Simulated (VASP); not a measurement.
Runs of VASP 6.6.1 on Sb. The structure is that of space group I4/mmm (No. 139), or close to it. The cells are those of the table. 

```csv
task,cell,gap on the mesh (eV),pressure (GPa)
single point,"a = 3.254 Å, angles 125.5, 125.5, 80.7°, 1 atom",none,18.2
single point,"a = 3.296 Å, angles 124.5, 124.5, 82.4°, 1 atom",none,10.3
electric field gradients,"a = 3.268 Å, angles 125.2, 125.2, 81.3°, 1 atom",none,(b)
single point,"a = 3.249 Å, angles 124.8, 124.8, 81.8°, 1 atom",none,16.6
single point,"a = 3.287 Å, angles 125.5, 125.5, 80.7°, 1 atom",none,14.2
electric field gradients,"a = 3.241 Å, angles 125.2, 125.2, 81.3°, 1 atom",none,18.9
electric field gradients,"a = 3.246 Å, angles 125.2, 125.2, 81.3°, 1 atom",none,(a)
```

Alike in all rows: level PBEsol; potentials or basis VASP PAW PBE potentials, release 64 (Sb); no spin polarisation; k mesh 19 × 19 × 19; cutoff (eV) 520; smearing fermi-dirac 0.05 eV.

Task: Fill in the values left out.

Result: (a) 18.1; (b) 15.3.

Caveats: the PAW data sets were made with another functional, which shifts forces and pressure a little; spin-orbit coupling is left out, which moves the levels of the heavy elements.

A k mesh can miss the band edges, and the runs leave out spin-orbit coupling on Sb.

A gap of «none» marks levels without a gap at the run's occupations.
